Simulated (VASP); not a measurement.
# MnS (P6_3mc) in VASP: further runs

Runs on MnS. Level: PBE+U. Tasks: single point.

Everything below comes from runs of VASP 6.6.1. Logs are shortened: lines on timing, memory, paths and dates and some standing lists are left out, and cuts for length are marked.

## 1. The cell of the first run

The structure is hexagonal, space group P6_3mc (No. 186). The conventional cell has a = 3.976 Å, b = 3.976 Å, c = 6.432 Å, α = 90.00°, β = 90.00°, γ = 120.00°. Mn (site symmetry 3m) has 4 S at 2.41 to 2.48 Å within 3.2 Å. S (site symmetry 3m) has 4 Mn at 2.41 to 2.48 Å within 3.2 Å.

## 2. Single point, PBE+U, collinear spin, ferromagnetic start

Input file INCAR:

```
ALGO = Normal
EDIFF = 1E-6
ENCUT = 520
GGA = PE
ISIF = 2
ISMEAR = 0
ISPIN = 2
LASPH = True
LCHARG = False
LDAU = True
LDAUJ = 0 0
LDAUL = 2 -1
LDAUPRINT = 1
LDAUTYPE = 2
LDAUU = 5 0
LMAXMIX = 4
LORBIT = 11
LREAL = False
LWAVE = False
MAGMOM = 5 5 0 0
NBANDS = 31
NELM = 150
PREC = Accurate
SIGMA = 0.05
```

Input file KPOINTS:

```
k-points
0
Gamma
  6 6 3
```

Input file POSCAR:

```
MnS
1.0
    3.9760016100      0.0000000000      0.0000000000
   -1.9880008000      3.4433184000      0.0000000000
    0.0000000000      0.0000000000      6.4320005000
Mn S
2 2
Direct
    0.3333333333      0.6666666667      0.0000000000
    0.6666666667      0.3333333333      0.5000000000
    0.3333333333      0.6666666667      0.3850000000
    0.6666666667      0.3333333333      0.8850000000
```

Potentials or basis: VASP PAW PBE potentials, release 64 (Mn_pv, S).

Command:

```
$ cat potpaw_PBE.64/Mn_pv/POTCAR potpaw_PBE.64/S/POTCAR > POTCAR
$ mpirun -np 1 vasp_std > vasp.out
```

OUTCAR:

```text
EDIFF = 1E-6
   ENCUT = 520
   GGA = PE
   ISIF = 2
   ISMEAR = 0
   ISPIN = 2
   LASPH = True
   LORBIT = 11
   LREAL = False
   NELM = 150
   PREC = Accurate

 ion  position               nearest neighbor table
   1  0.333  0.667  0.000-   4 2.41   4 2.41   4 2.41   3 2.48
   2  0.667  0.333  0.500-   3 2.41   3 2.41   3 2.41   4 2.48
   3  0.333  0.667  0.385-   2 2.41   2 2.41   2 2.41   1 2.48
   4  0.667  0.333  0.885-   1 2.41   1 2.41   1 2.41   2 2.48

  LATTYP: Found a hexagonal cell.
 ALAT       =     3.9760016100
 C/A-ratio  =     1.6177057081

  Lattice vectors:

 A1 = (   3.9760016100,   0.0000000000,   0.0000000000)
 A2 = (  -1.9880008000,   3.4433184000,   0.0000000000)
 A3 = (   0.0000000000,   0.0000000000,   6.4320005000)

Analysis of symmetry for initial positions (statically):
=====================================================================
 Subroutine PRICEL returns:
 Original cell was already a primitive cell.

 Routine SETGRP: Setting up the symmetry group for a
 hexagonal supercell.

 Subroutine GETGRP returns: Found 12 space group operations
 (whereof  6 operations were pure point group operations)
 out of a pool of 24 trial point group operations.

The static configuration has the point symmetry C_3v.
 The point group associated with its full space group is C_6v.

Analysis of symmetry for dynamics (positions and initial velocities):
=====================================================================
 Subroutine PRICEL returns:
 Original cell was already a primitive cell.

 Routine SETGRP: Setting up the symmetry group for a
 hexagonal supercell.

 Subroutine GETGRP returns: Found 12 space group operations
 (whereof  6 operations were pure point group operations)
 out of a pool of 24 trial point group operations.

The dynamic configuration has the point symmetry C_3v.
 The point group associated with its full space group is C_6v.

Analysis of structural, dynamic, and magnetic symmetry:
=====================================================================
 Subroutine PRICEL returns:
 Original cell was already a primitive cell.

 Routine SETGRP: Setting up the symmetry group for a
 hexagonal supercell.

 Subroutine GETGRP returns: Found 12 space group operations
 (whereof  6 operations were pure point group operations)
 out of a pool of 24 trial point group operations.

The overall configuration has the point symmetry C_3v.
 The point group associated with its full space group is C_6v.

 Subroutine INISYM returns: Found 12 space group operations
 (whereof  6 operations are pure point group operations),
 and found     1 'primitive' translations

----------------------------------------------------------------------------------------

                                     Primitive cell

  volume of cell :      88.0582

  direct lattice vectors                    reciprocal lattice vectors
     3.976001610  0.000000000  0.000000000     0.251508952  0.145208761  0.000000000
    -1.988000800  3.443318400  0.000000000     0.000000000  0.290417523  0.000000000
     0.000000000  0.000000000  6.432000500     0.000000000  0.000000000  0.155472625

  length of vectors
     3.976001610  3.976001608  6.432000500     0.290417523  0.290417523  0.155472625

  position of ions in fractional coordinates (direct lattice)
     0.333333333  0.666666667  0.000000000
     0.666666667  0.333333333  0.500000000
     0.333333333  0.666666667  0.385000000
     0.666666667  0.333333333  0.885000000

  ion indices of the primitive-cell ions
   primitive index   ion index
                 1           1
                 2           2
                 3           3
                 4           4
[... 82 lines left out ...]
  volume/ion in A,a.u.               =      22.01       148.56
  Fermi-wavevector in a.u.,A,eV,Ry     =   1.237123  2.337823 20.823342  1.530472
  Thomas-Fermi vector in A             =   2.371703
   LORBIT       =     11    0 simple, 1 ext, 2 COOP (PROOUT), +10 PAW based schemes
 LDA+U is selected, type is set to LDAUTYPE =  2
   angular momentum for each species LDAUL =     2   -1
   U (eV)           for each species LDAUU =   5.0  0.0
   J (eV)           for each species LDAUJ =   0.0  0.0
   GGA     = PE    functional components
   LHFCALC =     F    Hartree Fock is set to
   AEXX    =    0.0000 exact exchange contribution
   IVDW    =     0    specifies the selected vdW correction
   LEPSILON=     F    determine dielectric tensor
   LRPA    =     F    only Hartree local field effects (RPA)
 spin polarized calculation
 Gauss-broadening in eV      SIGMA  =   0.05
  energy-cutoff  :      520.00
  volume of cell :       88.06
 maximum number of plane-waves:      2418
 NGX is ok and might be reduce to    30
   NGX = 15   NGY = 15   NGZ = 23

 number of electron      38.0000000 magnetization      10.0000000

atom =   1  type =  1  l = 2

 onsite density matrix

spin component  1

  0.9418 -0.0000 -0.0000  0.0029  0.0000
 -0.0000  0.9389  0.0000  0.0000  0.0029
 -0.0000  0.0000  0.9451 -0.0000  0.0000
  0.0029  0.0000 -0.0000  0.9389  0.0000
  0.0000  0.0029  0.0000  0.0000  0.9418

spin component  2

  0.0431 -0.0000 -0.0000  0.0171  0.0000
 -0.0000  0.0253  0.0000  0.0000  0.0171
 -0.0000  0.0000  0.0520 -0.0000  0.0000
  0.0171  0.0000 -0.0000  0.0253  0.0000
  0.0000  0.0171  0.0000  0.0000  0.0431

 occupancies and eigenvectors

  o =  0.0150  v =  0.0000  0.0000  0.0000  0.0000  0.0000 -0.3762 -0.5890 -0.0000  0.6194  0.3577      0.0000  0.0000  0.0000  0.0000  0.0000  0.0000  0.0000  0.0000  0.0000  0.0000
  o =  0.0150  v =  0.0000  0.0000  0.0000  0.0000  0.0000 -0.3577  0.6194 -0.0000  0.5890 -0.3762      0.0000  0.0000  0.0000  0.0000  0.0000  0.0000  0.0000  0.0000  0.0000  0.0000
  o =  0.0520  v =  0.0000  0.0000  0.0000  0.0000  0.0000 -0.0000  0.0000 -1.0000 -0.0000  0.0000      0.0000  0.0000  0.0000  0.0000  0.0000  0.0000  0.0000  0.0000  0.0000  0.0000
  o =  0.0534  v =  0.0000  0.0000  0.0000  0.0000  0.0000  0.6194 -0.3577 -0.0000  0.3762 -0.5890      0.0000  0.0000  0.0000  0.0000  0.0000  0.0000  0.0000  0.0000  0.0000  0.0000
  o =  0.0534  v =  0.0000  0.0000  0.0000  0.0000  0.0000 -0.5890 -0.3762  0.0000 -0.3577 -0.6194      0.0000  0.0000  0.0000  0.0000  0.0000  0.0000  0.0000  0.0000  0.0000  0.0000
  o =  0.9371  v =  0.3851  0.5837  0.0000 -0.6139 -0.3662  0.0000  0.0000  0.0000  0.0000  0.0000      0.0000  0.0000  0.0000  0.0000  0.0000  0.0000  0.0000  0.0000  0.0000  0.0000
  o =  0.9371  v =  0.3662 -0.6139  0.0000 -0.5837  0.3851  0.0000  0.0000  0.0000  0.0000  0.0000      0.0000  0.0000  0.0000  0.0000  0.0000  0.0000  0.0000  0.0000  0.0000  0.0000
  o =  0.9436  v =  0.6139 -0.3662  0.0000  0.3851 -0.5837  0.0000  0.0000  0.0000  0.0000  0.0000      0.0000  0.0000  0.0000  0.0000  0.0000  0.0000  0.0000  0.0000  0.0000  0.0000
  o =  0.9436  v =  0.5837  0.3851  0.0000  0.3662  0.6139  0.0000  0.0000  0.0000  0.0000  0.0000      0.0000  0.0000  0.0000  0.0000  0.0000  0.0000  0.0000  0.0000  0.0000  0.0000
  o =  0.9451  v = -0.0000  0.0000  1.0000 -0.0000  0.0000  0.0000  0.0000  0.0000  0.0000  0.0000      0.0000  0.0000  0.0000  0.0000  0.0000  0.0000  0.0000  0.0000  0.0000  0.0000

atom =   2  type =  1  l = 2

 onsite density matrix

spin component  1

  0.9418  0.0000 -0.0000 -0.0029  0.0000
  0.0000  0.9389 -0.0000  0.0000 -0.0029
 -0.0000 -0.0000  0.9451  0.0000  0.0000
 -0.0029  0.0000  0.0000  0.9389 -0.0000
  0.0000 -0.0029  0.0000 -0.0000  0.9418

spin component  2

  0.0431  0.0000 -0.0000 -0.0171  0.0000
  0.0000  0.0253 -0.0000  0.0000 -0.0171
 -0.0000 -0.0000  0.0520  0.0000  0.0000
 -0.0171  0.0000  0.0000  0.0253 -0.0000
  0.0000 -0.0171  0.0000 -0.0000  0.0431

 occupancies and eigenvectors

  o =  0.0150  v =  0.0000  0.0000  0.0000  0.0000  0.0000 -0.3762  0.5890 -0.0000 -0.6194  0.3577      0.0000  0.0000  0.0000  0.0000  0.0000  0.0000  0.0000  0.0000  0.0000  0.0000
  o =  0.0150  v =  0.0000  0.0000  0.0000  0.0000  0.0000 -0.3577 -0.6194 -0.0000 -0.5890 -0.3762      0.0000  0.0000  0.0000  0.0000  0.0000  0.0000  0.0000  0.0000  0.0000  0.0000
  o =  0.0520  v =  0.0000  0.0000  0.0000  0.0000  0.0000 -0.0000 -0.0000 -1.0000  0.0000  0.0000      0.0000  0.0000  0.0000  0.0000  0.0000  0.0000  0.0000  0.0000  0.0000  0.0000
  o =  0.0534  v =  0.0000  0.0000  0.0000  0.0000  0.0000 -0.6194 -0.3577  0.0000  0.3762  0.5890      0.0000  0.0000  0.0000  0.0000  0.0000  0.0000  0.0000  0.0000  0.0000  0.0000
  o =  0.0534  v =  0.0000  0.0000  0.0000  0.0000  0.0000 -0.5890  0.3762  0.0000  0.3577 -0.6194      0.0000  0.0000  0.0000  0.0000  0.0000  0.0000  0.0000  0.0000  0.0000  0.0000
  o =  0.9371  v =  0.3851 -0.5837  0.0000  0.6139 -0.3662  0.0000  0.0000  0.0000  0.0000  0.0000      0.0000  0.0000  0.0000  0.0000  0.0000  0.0000  0.0000  0.0000  0.0000  0.0000
  o =  0.9371  v =  0.3662  0.6139  0.0000  0.5837  0.3851  0.0000  0.0000  0.0000  0.0000  0.0000      0.0000  0.0000  0.0000  0.0000  0.0000  0.0000  0.0000  0.0000  0.0000  0.0000
  o =  0.9436  v =  0.6139  0.3662  0.0000 -0.3851 -0.5837  0.0000  0.0000  0.0000  0.0000  0.0000      0.0000  0.0000  0.0000  0.0000  0.0000  0.0000  0.0000  0.0000  0.0000  0.0000
  o =  0.9436  v =  0.5837 -0.3851  0.0000 -0.3662  0.6139  0.0000  0.0000  0.0000  0.0000  0.0000      0.0000  0.0000  0.0000  0.0000  0.0000  0.0000  0.0000  0.0000  0.0000  0.0000
  o =  0.9451  v = -0.0000 -0.0000  1.0000  0.0000  0.0000  0.0000  0.0000  0.0000  0.0000  0.0000      0.0000  0.0000  0.0000  0.0000  0.0000  0.0000  0.0000  0.0000  0.0000  0.0000

 number of electron      37.9999996 magnetization       9.9999998

 Free energy of the ion-electron system (eV)
  ---------------------------------------------------
  ext. energy  EPLUGINS =         0.00000000
  ---------------------------------------------------
  free energy    TOTEN  =       -25.38968543 eV

  energy without entropy =      -25.38968543  energy(sigma->0) =      -25.38968543

 E-fermi :   4.3813     XC(G=0):  -9.2603

 val. band max:        4.0926102944   @ k =   0.0000   0.0000   0.0000
 cond. band min:       5.6725246211   @ k =   0.0000   0.0000   0.0000
 fundamental gap:      1.5799143267
 Fermi energy:         4.3813455352

 spin component 1

 k-point     1 :       0.0000    0.0000    0.0000
  band No.  band energies     occupation
      1     -46.3911      1.00000
      2     -46.3880      1.00000
      3     -46.3779      1.00000
      4     -46.3779      1.00000
      5     -46.3773      1.00000
      6     -46.3773      1.00000
[... 465 lines left out ...]
     30      10.9141      0.00000
     31      12.9084      0.00000
 Fermi energy:         4.3813455352

 spin component 2

 k-point     1 :       0.0000    0.0000    0.0000
  band No.  band energies     occupation
      1     -41.5005      1.00000
      2     -41.4958      1.00000
      3     -41.4913      1.00000
      4     -41.4913      1.00000
      5     -41.4906      1.00000
      6     -41.4906      1.00000
[... 465 lines left out ...]
     30      12.1452      0.00000
     31      14.1764      0.00000

------------------------ aborting loop because EDIFF is reached ----------------------------------------

  FORCE on cell =-STRESS in cart. coord.  units (eV):
  Direction    XX          YY          ZZ          XY          YZ          ZX
  --------------------------------------------------------------------------------------
  -------------------------------------------------------------------------------------
  Total        3.7000994      3.7000994      2.1772204      0.0000000      0.0000000      0.0000000
  in kB       67.3215598     67.3215598     39.6134958      0.0000001      0.0000000      0.0000000
  external PRESSURE =      58.0855385 kB  Pullay stress =       0.0000000 kB

 VOLUME and BASIS-vectors are now :
 -----------------------------------------------------------------------------
  energy-cutoff  :      520.00
  volume of cell :       88.06
      direct lattice vectors                 reciprocal lattice vectors
     3.976001610  0.000000000  0.000000000     0.251508952  0.145208761  0.000000000
    -1.988000800  3.443318400  0.000000000     0.000000000  0.290417523  0.000000000
     0.000000000  0.000000000  6.432000500     0.000000000  0.000000000  0.155472625

 POSITION                                       TOTAL-FORCE (eV/Angst)
 -----------------------------------------------------------------------------------
      0.00000      2.29555      0.00000        -0.000000     -0.000000      0.234454
      1.98800      1.14777      3.21600        -0.000000      0.000000      0.234454
      0.00000      2.29555      2.47632         0.000000     -0.000000     -0.234454
      1.98800      1.14777      5.69232        -0.000000      0.000000     -0.234454
 -----------------------------------------------------------------------------------
    total drift:                               -0.000001     -0.000000      0.000376

  FREE ENERGIE OF THE ION-ELECTRON SYSTEM (eV)
  ---------------------------------------------------
  free  energy   TOTEN  =       -25.3896854311 eV

  energy  without entropy=      -25.3896854311  energy(sigma->0) =      -25.38968543

 total charge

# of ion       s       p       d       tot
------------------------------------------
    1        0.265   6.218   4.877  11.359
    2        0.265   6.218   4.877  11.359
    3        1.312   2.498   0.000   3.810
    4        1.312   2.498   0.000   3.810
--------------------------------------------------
tot          3.153  17.432   9.754  30.339

 magnetization (x)

# of ion       s       p       d       tot
------------------------------------------
    1        0.047   0.059   4.507   4.613
    2        0.047   0.059   4.507   4.613
    3        0.006   0.012   0.000   0.017
    4        0.006   0.012   0.000   0.017
--------------------------------------------------
tot          0.105   0.142   9.014   9.261
```

Wall time 34 s (1 thread of AMD EPYC 9R45 (Zen 5), shared host); peak memory 0.22 GiB.

What came out:

```
Free energy                                           : -25.3897 eV
Pressure                                              : 5.8 GPa
Largest force                                         : 0.234 eV/Å
Band gap on the k mesh                                : 1.58 eV, direct
Net moment                                            : 10.00 μB per cell
Site moments                                          : Mn +4.61; S +0.02 μB
Valence electrons inside the program's atomic spheres : Mn 11.36; S 3.81
```

Forces in eV/Å, atoms in the order of the input:
```
Mn   0.000  0.000  0.234
Mn   0.000  0.000  0.234
S    0.000  0.000 -0.234
S    0.000  0.000 -0.234
```

Stress tensor (GPa, compression positive):
```
6.73 0.00 0.00
0.00 6.73 0.00
0.00 0.00 3.96
```

Levels at points of the mesh, in eV from the valence-band top:
Spin up:
| k point | band 22 | band 23 | band 24 | band 25 | band 26 | band 27 |
| --- | --- | --- | --- | --- | --- | --- |
| (0.00, 0.00, 0.00) | -0.13 | 0.00 | 0.00 | 1.58 | 3.07 | 6.18 |
| (0.50, 0.00, 0.00) | -2.37 | -1.52 | -1.02 | 3.72 | 4.08 | 4.57 |
Spin down:
```csv
k point,band 12,band 13,band 14,band 15,band 16,band 17
"(0.00, 0.00, 0.00)",-2.37,-2.37,-2.18,2.46,2.94,2.94
"(0.50, 0.00, 0.00)",-2.79,-2.64,-2.38,1.89,2.27,2.86
```

Eigenvalues of the final occupation matrices:
| site | spin | trace | eigenvalues |
| --- | --- | --- | --- |
| site 1 d | 1 | 4.71 | 0.94 0.94 0.94 0.94 0.95 |
| site 1 d | 2 | 0.19 | 0.01 0.01 0.05 0.05 0.05 |
| site 2 d | 1 | 4.71 | 0.94 0.94 0.94 0.94 0.95 |
| site 2 d | 2 | 0.19 | 0.01 0.01 0.05 0.05 0.05 |

Caveat: only a ferromagnetic start was run, and an antiferromagnetic order may lie lower in energy. A k mesh can miss the band edges.

[end of part 1 of 2]
